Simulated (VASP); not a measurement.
# Ru (Fm-3m) in VASP: a series of runs, part 2 of 2

VASP 6.6.1. Earlier steps stand in the parts before.

**3. Single point, HSE06**

This run uses another cell than the first one, of 13.55 Å³/atom.

Input file POSCAR:

```
Ru
1.0
    0.0000000000      1.8922143799      1.8922143799
    1.8922143799      0.0000000000      1.8922143799
    1.8922143799      1.8922143799      0.0000000000
Ru
1
Direct
    0.0000000000      0.0000000000      0.0000000000
```

Input file INCAR.step1:

```
SYSTEM = Ru
  PREC = Accurate
  ENCUT = 520
  EDIFF = 1E-5
  ISMEAR = -1
  SIGMA = 0.1
  LREAL = .False.
  LASPH = .True.
  NELM = 80
  ALGO = Normal
  ISIF = 2
  LWAVE = .True.
  NBANDS = 13
  GGA = PE
```

Input file INCAR.step2:

```
SYSTEM = Ru
  PREC = Accurate
  ENCUT = 520
  EDIFF = 1E-7
  ISMEAR = -1
  SIGMA = 0.1
  LREAL = .False.
  LASPH = .True.
  NELM = 80
  ALGO = Normal
  ISIF = 2
  LWAVE = .False.
  LCHARG = .True.
  GGA = PE
  LHFCALC = .True.
  HFSCREEN = 0.2079
  PRECFOCK = Normal
  LELF = .True.
  LVHAR = .True.
  NBANDS = 13
  ISTART = 1
```

Input file KPOINTS:

```
Automatic mesh
0
Gamma
  6 6 6
  0 0 0
```

Potentials or basis: VASP PAW PBE potentials, release 64 (Ru_pv).

Command:

```
> cat potpaw_PBE.64/Ru_pv/POTCAR > POTCAR
> cp INCAR.step1 INCAR
> mpirun -np 1 vasp_std > vasp.out
> cp INCAR.step2 INCAR
> mpirun -np 1 vasp_std > vasp.out
```

OUTCAR:

```text
SYSTEM = Ru
   PREC = Accurate
   ENCUT = 520
   EDIFF = 1E-7
   ISMEAR = -1
   LREAL = .False.
   LASPH = .True.
   NELM = 80
   ISIF = 2
   GGA = PE
   LHFCALC = .True.
   HFSCREEN = 0.2079
   PRECFOCK = Normal
   ISTART = 1

 ion  position               nearest neighbor table
   1  0.000  0.000  0.000-

  LATTYP: Found a face centered cubic cell.
 ALAT       =     3.7844287598

  Lattice vectors:

 A1 = (   0.0000000000,   1.8922143799,   1.8922143799)
 A2 = (   1.8922143799,   0.0000000000,   1.8922143799)
 A3 = (   1.8922143799,   1.8922143799,   0.0000000000)

Analysis of symmetry for initial positions (statically):
=====================================================================
 Subroutine PRICEL returns:
 Original cell was already a primitive cell.

 Routine SETGRP: Setting up the symmetry group for a
 face centered cubic supercell.

 Subroutine GETGRP returns: Found 48 space group operations
 (whereof 48 operations were pure point group operations)
 out of a pool of 48 trial point group operations.

The static configuration has the point symmetry O_h .
[... 165 lines left out ...]
  band No.  band energies     occupation
      1     -32.9335      2.00000
      2     -32.9334      2.00000
      3     -32.9334      2.00000
      4       3.6112      2.00000
      5       9.4172      2.00000
      6       9.4172      2.00000
      7       9.4172      2.00000
      8      11.8997      1.99767
      9      11.8997      1.99767
     10      26.8751      0.00000
     11      28.5870      0.00000
     12      34.6553      0.00000
     13      34.6553      0.00000
[... 226 lines left out ...]
  band No.  band energies     occupation
      1     -33.9353      2.00000
      2     -33.5728      2.00000
      3     -33.3993      2.00000
      4       6.1144      2.00000
      5       6.9051      2.00000
      6      10.5187      2.00000
      7      12.4121      1.67202
      8      15.2956      0.00000
      9      21.6153      0.00000
     10      25.8910      0.00000
     11      25.9418      0.00000
     12      26.8833      0.00000
     13      27.6153      0.00000

------------------------ aborting loop because EDIFF is reached ----------------------------------------

  FORCE on cell =-STRESS in cart. coord.  units (eV):
  Direction    XX          YY          ZZ          XY          YZ          ZX
  --------------------------------------------------------------------------------------
  -------------------------------------------------------------------------------------
  Total       -0.3633269     -0.3633269     -0.3633269      0.0000000     -0.0000000      0.0000000
  in kB      -42.9602850    -42.9602850    -42.9602850      0.0000000     -0.0000000      0.0000000
  external PRESSURE =     -42.9602850 kB  Pullay stress =       0.0000000 kB

 VOLUME and BASIS-vectors are now :
 -----------------------------------------------------------------------------
  energy-cutoff  :      520.00
  volume of cell :       13.55
      direct lattice vectors                 reciprocal lattice vectors
     0.000000000  1.892214380  1.892214380    -0.264240672  0.264240672  0.264240672
     1.892214380  0.000000000  1.892214380     0.264240672 -0.264240672  0.264240672
     1.892214380  1.892214380  0.000000000     0.264240672  0.264240672 -0.264240672

 POSITION                                       TOTAL-FORCE (eV/Angst)
 -----------------------------------------------------------------------------------
      0.00000      0.00000      0.00000        -0.000000      0.000000     -0.000000
 -----------------------------------------------------------------------------------
    total drift:                               -0.000001     -0.000001     -0.000001

  FREE ENERGIE OF THE ION-ELECTRON SYSTEM (eV)
  ---------------------------------------------------
  free  energy   TOTEN  =       -10.6492866420 eV

  energy  without entropy=      -10.6250985259  energy(sigma->0) =      -10.63719258
```

OSZICAR.step1:

```text
N       E                     dE             d eps       ncg     rms          rms(c)
DAV:   1     0.110074296890E+03    0.11007E+03   -0.82954E+03   416   0.114E+03
DAV:   2    -0.846588814194E+01   -0.11854E+03   -0.11366E+03   451   0.329E+02
DAV:   3    -0.972041162855E+01   -0.12545E+01   -0.12522E+01   461   0.378E+01
DAV:   4    -0.972402671076E+01   -0.36151E-02   -0.36150E-02   456   0.218E+00
DAV:   5    -0.972405057214E+01   -0.23861E-04   -0.23860E-04   451   0.160E-01    0.128E+01
DAV:   6    -0.909728224259E+01    0.62677E+00   -0.98507E-01   426   0.133E+01    0.351E+00
DAV:   7    -0.905628837967E+01    0.40994E-01   -0.65522E-02   436   0.318E+00    0.986E-01
DAV:   8    -0.905211102905E+01    0.41774E-02   -0.37944E-03   416   0.805E-01    0.697E-02
DAV:   9    -0.905209489609E+01    0.16133E-04   -0.38352E-05   466   0.787E-02    0.230E-02
DAV:  10    -0.905209474847E+01    0.14763E-06   -0.29851E-06   218   0.233E-02
   1 F= -.90520947E+01 E0= -.90297437E+01  d E =-.447021E-01
```

It took 17 min on 1 thread of AMD EPYC 7R13 (Zen 3), shared host; peak memory 0.2 GiB.

Results:

```yaml
Free_energy: -10.6493 eV
Pressure: -4.3 GPa
Band_gap_on_the_k_mesh: zero (bands 7 and 8 overlap by 4.48 eV)
```

Caveat: the k points lie up to 0.48 Å⁻¹ apart, too coarse for converged energies and pressures of a metal; the PAW data sets were made with another functional, which shifts forces and pressure a little.
